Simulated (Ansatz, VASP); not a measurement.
**WS2 in VASP and in Ansatz**

```xyz
6
Lattice="3.2881 0.0000 0.0000 -1.6441 2.8476 0.0000 0.0000 0.0000 10.5634" Properties=species:S:1:pos:R:3 pbc="T T T"
W     0.0000    1.8984    2.6409
W     1.6441    0.9492    7.9226
S     0.0000    1.8984    6.5119
S     1.6441    0.9492    1.2301
S     0.0000    1.8984    9.3333
S     1.6441    0.9492    4.0516
```

Alike in both runs: task single point; functional PBEsol; dispersion D3(BJ); k mesh 12 × 12 × 4; occupations gaussian, width 0.05 eV; no spin polarisation.

```csv
,VASP,Ansatz
version,VASP 6.6.1,Ansatz 0.2.0
potentials or method,"VASP PAW PBE potentials, release 64 (W_sv, S), cutoff 520 eV","scalar-relativistic, plane waves, PAW"
valence electrons in the cell,52,52
```

Ansatz gave:

| Item | Value |
| --- | --- |
| gap on the k mesh at the Fermi level (eV) | none |
| pressure (GPa) | 3.4 |
| traceless stress, the component that is largest in VASP (GPa) | 22.25 |
| rms of the force components (eV/Å) | 0.814 |

Problem. Estimate VASP's values.

Solution. gap on the k mesh at the Fermi level (eV): none; pressure (GPa): 3.5; traceless stress, the component that is largest in VASP (GPa): 22.34; rms of the force components (eV/Å): 0.822.

VASP's potentials were made for PBE, not for PBEsol. Atom by atom the forces differ by 0.008 eV/Å (rms over components). A gap of «none» marks a metal or a gap that the smearing closes.

Neither program's run includes spin-orbit coupling.
